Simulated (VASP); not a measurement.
# CaSn3N2 (R-3m) in VASP: single point with PBE

Aim: the single point of CaSn3N2 with PBE.

Program: VASP 6.6.1. These are calculated values, not measurements. Logs are shortened: lines on timing, memory, paths and dates and some standing lists are left out, and cuts for length are marked.

### Step 1. The cell of the first run

Symmetry: R-3m, No. 166, trigonal system. Conventional cell: a = 5.826 Å, b = 5.826 Å, c = 12.763 Å, α = 90.00°, β = 90.00°, γ = 120.00°. Ca (site symmetry -3m) has 6 Sn at 2.71 Å and 6 N at 3.40 Å within 3.6 Å. Within 3.6 Å of Sn (site symmetry 2/m) lie 2 Ca at 2.71 Å and 4 Sn at 2.91 Å and 6 N at 3.12 to 3.34 Å. Within 4.1 Å of N (site symmetry 3m) lie 9 Sn at 3.12 to 3.34 Å and 4 N at 3.26 to 3.51 Å and 3 Ca at 3.40 Å.

The cell was generated, and may not be a known phase.

### Step 2. Single point, PBE

Contents of INCAR:

```
SYSTEM = CaSn3N2
ALGO     = Normal         ! electronic algorithm
EDIFF    = 1E-7           ! SCF threshold, eV
ENCUT    = 520            ! plane-wave cutoff, eV
GGA      = PE             ! functional
ISIF     = 2              ! what is computed and relaxed
ISMEAR   = 0              ! smearing method
LASPH    = .TRUE.         ! aspherical terms in the spheres
LCHARG   = .FALSE.        ! write CHGCAR
LREAL    = .FALSE.        ! projectors in reciprocal space
LWAVE    = .FALSE.        ! write WAVECAR
NBANDS   = 40             ! bands
NELM     = 100            ! most SCF steps
PREC     = Accurate       ! precision mode
SIGMA    = 0.1            ! smearing width, eV
```

Contents of KPOINTS:

```
k-points
0
G
  6 6 6
  0 0 0
```

Contents of POSCAR:

```
CaSn3N2
1.0
    2.9130013500      1.6818221100      4.2544037500
   -2.9130013500      1.6818221100      4.2544037500
    0.0000000000     -3.3636442200      4.2544037500
Ca Sn N
1 3 2
Direct
    0.0000000000      0.0000000000      0.0000000000
    0.0000000000      0.5000000000      0.0000000000
    0.5000000000      0.0000000000      0.0000000000
    0.0000000000      0.0000000000      0.5000000000
    0.6276879900      0.6276879900      0.6276879900
    0.3723120100      0.3723120100      0.3723120100
```

Potentials or basis: VASP PAW PBE potentials, release 64 (Ca_sv, Sn_d, N).

On the command line:

```console
$ cat potpaw_PBE.64/Ca_sv/POTCAR potpaw_PBE.64/Sn_d/POTCAR potpaw_PBE.64/N/POTCAR > POTCAR
$ mpirun -np 1 vasp_std > vasp.out
```

OUTCAR:

```text
SYSTEM = CaSn3N2
   EDIFF = 1E-7
   ENCUT = 520
   GGA = PE
   ISIF = 2
   ISMEAR = 0
   LASPH = .TRUE.
   LREAL = .FALSE.
   NELM = 100
   PREC = Accurate

 ion  position               nearest neighbor table
   1  0.000  0.000  0.000-   4 2.71   4 2.71   2 2.71   3 2.71   2 2.71   3 2.71
   2  0.000  0.500  0.000-   1 2.71   1 2.71   4 2.91   4 2.91   3 2.91   3 2.91
   3  0.500  0.000  0.000-   1 2.71   1 2.71   4 2.91   4 2.91   2 2.91   2 2.91
   4  0.000  0.000  0.500-   1 2.71   1 2.71   2 2.91   3 2.91   2 2.91   3 2.91
   5  0.628  0.628  0.628-
   6  0.372  0.372  0.372-

  LATTYP: Found a trigonal (rhomboedric) cell.
 ALAT       =     5.4234724801
 COS(alpha) =     0.4230256775

  Lattice vectors:

 A1 = (   2.9130013500,   1.6818221100,   4.2544037500)
 A2 = (  -2.9130013500,   1.6818221100,   4.2544037500)
 A3 = (   0.0000000000,  -3.3636442200,   4.2544037500)

Analysis of symmetry for initial positions (statically):
=====================================================================
 Subroutine PRICEL returns:
 Original cell was already a primitive cell.

 Routine SETGRP: Setting up the symmetry group for a
 trigonal (rhombohedral) supercell.

 Subroutine GETGRP returns: Found 12 space group operations
 (whereof 12 operations were pure point group operations)
 out of a pool of 12 trial point group operations.

The static configuration has the point symmetry D_3d.

Analysis of symmetry for dynamics (positions and initial velocities):
=====================================================================
 Subroutine PRICEL returns:
 Original cell was already a primitive cell.

 Routine SETGRP: Setting up the symmetry group for a
 trigonal (rhombohedral) supercell.

 Subroutine GETGRP returns: Found 12 space group operations
 (whereof 12 operations were pure point group operations)
 out of a pool of 12 trial point group operations.

The dynamic configuration has the point symmetry D_3d.

 Subroutine INISYM returns: Found 12 space group operations
 (whereof 12 operations are pure point group operations),
 and found     1 'primitive' translations

----------------------------------------------------------------------------------------

                                     Primitive cell

  volume of cell :     125.0578

  direct lattice vectors                    reciprocal lattice vectors
     2.913001350  1.681822110  4.254403750     0.171644273  0.099098868  0.078350188
    -2.913001350  1.681822110  4.254403750    -0.171644273  0.099098868  0.078350188
     0.000000000 -3.363644220  4.254403750     0.000000000 -0.198197735  0.078350188

  length of vectors
     5.423472480  5.423472480  5.423472477     0.213122252  0.213122252  0.213122252

  position of ions in fractional coordinates (direct lattice)
     0.000000000  0.000000000  0.000000000
     1.000000000  0.500000000  0.000000000
     0.500000000  1.000000000  0.000000000
     0.000000000  0.000000000  0.500000000
     0.627687990  0.627687990  0.627687990
     0.372312010  0.372312010  0.372312010

  ion indices of the primitive-cell ions
   primitive index   ion index
                 1           1
                 2           2
                 3           3
                 4           4
                 5           5
                 6           6

----------------------------------------------------------------------------------------

 KPOINTS: k-points

Automatic generation of k-mesh.
 Grid dimensions read from file:
 generate k-points for:    6    6    6

 Generating k-lattice:

  Cartesian coordinates                     Fractional coordinates (reciprocal lattice)
     0.028607379  0.016516478  0.013058365     0.166666667 -0.000000000  0.000000000
    -0.028607379  0.016516478  0.013058365    -0.000000000  0.166666667  0.000000000
     0.000000000 -0.033032956  0.013058365     0.000000000  0.000000000  0.166666667

  Length of vectors
     0.035520375  0.035520375  0.035520375

  Shift w.r.t. Gamma in fractional coordinates (k-lattice)
     0.000000000  0.000000000  0.000000000

 Subroutine IBZKPT returns following result:
 ===========================================

 Found     32 irreducible k-points:

 Following reciprocal coordinates:
            Coordinates               Weight
  0.000000  0.000000  0.000000      1.000000
  0.166667  0.000000  0.000000      6.000000
  0.333333  0.000000  0.000000      6.000000
  0.500000  0.000000  0.000000      3.000000
  0.166667  0.166667  0.000000      6.000000
  0.333333  0.166667  0.000000     12.000000
[... 16 lines left out ...]
  0.500000  0.500000  0.166667      6.000000
 -0.333333  0.500000  0.166667     12.000000
 [... further k-points ...]
   k-points           NKPTS =     32   k-points in BZ     NKDIM =     32   number of bands    NBANDS=     40
   number of dos      NEDOS =    301   number of ions     NIONS =      6
   total plane-waves  NPLWV =  64000
   dimension x,y,z NGX =    40 NGY =   40 NGZ =   40
   dimension x,y,z NGXF=    80 NGYF=   80 NGZF=   80
   ions per type =               1   3   2
   NGX,Y,Z   is equivalent  to a cutoff of  12.26, 12.26, 12.26 a.u.
   NGXF,Y,Z  is equivalent  to a cutoff of  24.52, 24.52, 24.52 a.u.
 SYSTEM =  CaSn3N2
   PREC   = accura    normal or accurate (medium, high low for compatibility)
   ISTART =      0    job   : 0-new  1-cont  2-samecut
   ICHARG =      2    charge: 1-file 2-atom 10-const
   ISPIN  =      1    spin polarized calculation?
   LNONCOLLINEAR =      F non collinear calculations
   LSORBIT =      F    spin-orbit coupling
   LASPH  =      T    aspherical Exc in radial PAW
   ENCUT  =  520.0 eV  38.22 Ry    6.18 a.u.  10.08 10.08 10.08*2*pi/ulx,y,z
   NELM   =    100;   NELMIN=  2; NELMDL= -5     # of ELM steps
   EDIFF  = 0.1E-06   stopping-criterion for ELM
   LREAL  =      F    real-space projection
   EDIFFG = 0.1E-05   stopping-criterion for IOM
   NSW    =      0    number of steps for IOM
   IBRION =     -1    ionic relax: 0-MD 1-quasi-New 2-CG
   NFREE  =      0    steps in history (QN), initial steepest desc. (CG)
   ISIF   =      2    stress and relaxation
   ISYM   =      2    0-nonsym 1-usesym 2-fastsym
   POTIM  = 0.5000    time-step for ionic-motion
   TEBEG  =    0.0;   TEEND  =   0.0 temperature during run
   PSTRESS=    0.0 pullay stress
   NELECT =      62.0000    total number of electrons
   NUPDOWN=      -1.0000    fix difference up-down
   EMIN   =  10.00;   EMAX   =-10.00  energy-range for DOS
   EFERMI =   0.00;   METHOD = LEGACY
   ISMEAR =     0;   SIGMA  =   0.10  broadening in eV -4-tet -1-fermi 0-gaus
   EFERMI_NEDOS =   21; number of points for ismear=-14 and -15
   IALGO  =     38    algorithm
   IMIX   =      4    mixing-type and parameters
     AMIX     =   0.40;   BMIX     =  1.00
     AMIX_MAG =   1.60;   BMIX_MAG =  1.00
  volume/ion in A,a.u.               =      20.84       140.66
  Fermi-wavevector in a.u.,A,eV,Ry     =   1.295692  2.448503 22.841708  1.678818
  Thomas-Fermi vector in A             =   2.427196
   LORBIT       =      0    0 simple, 1 ext, 2 COOP (PROOUT), +10 PAW based schemes
   GGA     = PE    functional components
   LHFCALC =     F    Hartree Fock is set to
   AEXX    =    0.0000 exact exchange contribution
   IVDW    =     0    specifies the selected vdW correction
   LEPSILON=     F    determine dielectric tensor
   LRPA    =     F    only Hartree local field effects (RPA)
 non-spin polarized calculation
 Gauss-broadening in eV      SIGMA  =   0.10
  energy-cutoff  :      520.00
  volume of cell :      125.06
 maximum number of plane-waves:      3397
   NGX = 21   NGY = 21   NGZ = 21

 number of electron      61.9999995 magnetization

 Free energy of the ion-electron system (eV)
  ---------------------------------------------------
  ext. energy  EPLUGINS =         0.00000000
  ---------------------------------------------------
  free energy    TOTEN  =       -19.13068881 eV

  energy without entropy =      -19.10922264  energy(sigma->0) =      -19.11995573

 E-fermi :   5.7276     XC(G=0): -10.1687

 val. band max:        5.7152147568   @ k =   0.3333   0.3333   0.3333
 cond. band min:       5.7384513917   @ k =   0.3333   0.0000   0.0000
 fundamental gap:      0.0232366349
 Fermi energy:         5.7276366789

 k-point     1 :       0.0000    0.0000    0.0000
  band No.  band energies     occupation
      1     -34.3926      2.00000
      2     -16.2561      2.00000
      3     -16.1582      2.00000
      4     -16.1582      2.00000
      5     -16.0694      2.00000
      6     -15.9410      2.00000
[... 32 lines left out ...]
     39       9.9949      0.00000
     40      11.3536      0.00000

 k-point     2 :       0.1667    0.0000    0.0000
  band No.  band energies     occupation
      1     -34.3921      2.00000
      2     -16.2441      2.00000
      3     -16.1888      2.00000
      4     -16.1499      2.00000
      5     -16.1249      2.00000
      6     -16.0099      2.00000
[... 32 lines left out ...]
     39       9.8307      0.00000
     40      11.2228      0.00000

 k-point     3 :       0.3333    0.0000    0.0000
  band No.  band energies     occupation
      1     -34.3913      2.00000
      2     -16.4049      2.00000
      3     -16.1849      2.00000
      4     -16.1012      2.00000
      5     -16.0359      2.00000
      6     -16.0152      2.00000
[... 32 lines left out ...]
     39       9.4004      0.00000
     40      10.8168      0.00000

 k-point     4 :       0.5000    0.0000    0.0000
  band No.  band energies     occupation
      1     -34.3908      2.00000
      2     -16.4794      2.00000
      3     -16.1760      2.00000
      4     -16.0178      2.00000
      5     -15.9933      2.00000
      6     -15.9916      2.00000
[... 32 lines left out ...]
     39       9.2145      0.00000
     40      10.4669      0.00000
[... 772 lines left out ...]
     39       9.8862      0.00000
     40      10.8934      0.00000

 k-point    23 :       0.5000    0.5000    0.1667
  band No.  band energies     occupation
      1     -34.3886      2.00000
      2     -16.7183      2.00000
      3     -16.2389      2.00000
      4     -16.1763      2.00000
      5     -16.1467      2.00000
      6     -16.0600      2.00000
[... 32 lines left out ...]
     39      10.3953      0.00000
     40      10.9660      0.00000

 k-point    24 :      -0.3333    0.5000    0.1667
  band No.  band energies     occupation
      1     -34.3890      2.00000
      2     -16.6638      2.00000
      3     -16.2113      2.00000
      4     -16.1368      2.00000
      5     -16.1345      2.00000
      6     -16.0414      2.00000
[... 32 lines left out ...]
     39      10.4059      0.00000
     40      10.8144      0.00000

 [... further k-points ...]
[... 5 lines left out ...]
  --------------------------------------------------------------------------------------
  -------------------------------------------------------------------------------------
  Total        3.5613077      3.5613077     11.4666133      0.0000000      0.0000000      0.0000000
  in kB       45.6256832     45.6256830    146.9044836      0.0000000      0.0000000      0.0000000
  external PRESSURE =      79.3852833 kB  Pullay stress =       0.0000000 kB

 VOLUME and BASIS-vectors are now :
 -----------------------------------------------------------------------------
  energy-cutoff  :      520.00
  volume of cell :      125.06
      direct lattice vectors                 reciprocal lattice vectors
     2.913001350  1.681822110  4.254403750     0.171644273  0.099098868  0.078350188
    -2.913001350  1.681822110  4.254403750    -0.171644273  0.099098868  0.078350188
     0.000000000 -3.363644220  4.254403750     0.000000000 -0.198197735  0.078350188

 POSITION                                       TOTAL-FORCE (eV/Angst)
 -----------------------------------------------------------------------------------
      0.00000      0.00000      0.00000        -0.000000     -0.000000     -0.000000
     -1.45650      0.84091      2.12720        -0.000000     -0.000000     -0.000000
      1.45650      0.84091      2.12720        -0.000000     -0.000000      0.000000
      0.00000     -1.68182      2.12720         0.000000     -0.000000      0.000000
      0.00000      0.00000      8.01131        -0.000000     -0.000000      0.829012
      0.00000      0.00000      4.75190        -0.000000      0.000000     -0.829012
 -----------------------------------------------------------------------------------
    total drift:                               -0.000000      0.000000     -0.000000

  FREE ENERGIE OF THE ION-ELECTRON SYSTEM (eV)
  ---------------------------------------------------
  free  energy   TOTEN  =       -19.1306888122 eV

  energy  without entropy=      -19.1092226435  energy(sigma->0) =      -19.11995573
```

It took 2.2 min on 1 thread of Intel Xeon Platinum 8488C (Sapphire Rapids), shared host; peak memory 0.32 GiB.

What came out:

```yaml
Free_energy: -19.1307 eV
Pressure: 7.9 GPa
Largest_force: 0.829 eV/Å
Band_gap_on_the_k_mesh: zero (bands 31 and 32 overlap by 0.37 eV)
```

Forces in eV/Å, atoms in the order of the input:
```
Ca   0.000  0.000  0.000
Sn   0.000  0.000  0.000
Sn   0.000  0.000  0.000
Sn   0.000  0.000  0.000
N    0.000  0.000  0.829
N    0.000  0.000 -0.829
```

Levels at points of the mesh, in eV from the Fermi level:
```tsv
k point	band 28	band 29	band 30	band 31	band 32	band 33	band 34	band 35
(0.00, 0.00, 0.00)	-1.67	-1.25	-1.20	-1.20	0.33	0.33	2.33	2.33
(0.50, 0.00, 0.00)	-1.44	-1.01	-0.87	0.28	0.38	1.56	1.77	2.34
(0.50, 0.50, 0.00)	-0.52	-0.45	-0.41	-0.19	0.03	0.66	1.46	1.81
(0.50, 0.50, 0.50)	-2.19	-0.53	-0.53	-0.53	-0.08	-0.08	0.75	2.04
```

Caveat: the stress differs along the axes, from 5 to 15 GPa; spin-orbit coupling is left out, which moves the levels of the heavy elements.

The gap in the log of VASP goes by the Fermi energy; the results here count the filled bands.